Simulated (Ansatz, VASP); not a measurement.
Two plane-wave programs on SiC8

```
CELL_PARAMETERS angstrom
4.93130 0.00000 0.00000
-2.46565 4.27064 0.00000
0.00000 0.00000 17.40003
ATOMIC_POSITIONS crystal
C 0.33333 0.16667 0.22989
C 0.33333 0.66667 0.22989
C 0.83333 0.16667 0.22989
C 0.83333 0.66667 0.22989
C 0.16667 0.33333 0.22988
C 0.16667 0.83333 0.22988
C 0.66667 0.33333 0.22988
C 0.66667 0.83333 0.22988
Si 0.50000 0.25000 0.40805
```

Alike in both runs: task single point; functional PBE; dispersion D3(BJ); k mesh 6 × 6 × 1; occupations gaussian, width 0.1 eV; collinear spin.

|  | VASP | Ansatz |
| --- | --- | --- |
| version | VASP 6.6.1 | Ansatz 0.2.0 |
| potentials or method | VASP PAW PBE potentials, release 64 (C, Si), cutoff 520 eV | scalar-relativistic, plane waves, PAW |
| valence electrons in the cell | 36 | 36 |

Ansatz gave:

```
gap on the k mesh at the Fermi level (eV)                     : none
rms of the force components (eV/Å)                            : 0.082
net moment per atom (μB)                                      : 0.21
size of the moment on the site where the two differ most (μB) : 1.06
work function, face that differs most (eV)                    : 4.29
```

What did VASP give for the same quantities?

gap on the k mesh at the Fermi level (eV): none; rms of the force components (eV/Å): 0.082; net moment per atom (μB): 0.21; size of the moment on the site where the two differ most (μB): 0.54; work function, face that differs most (eV): 4.28.

Site moments also hang on the region over which each program counts them. Atom by atom the forces differ by 0.001 eV/Å (rms over components). A gap of «none» marks a metal or a gap that the smearing closes. Ansatz's warnings: structure snapped to symmetry.
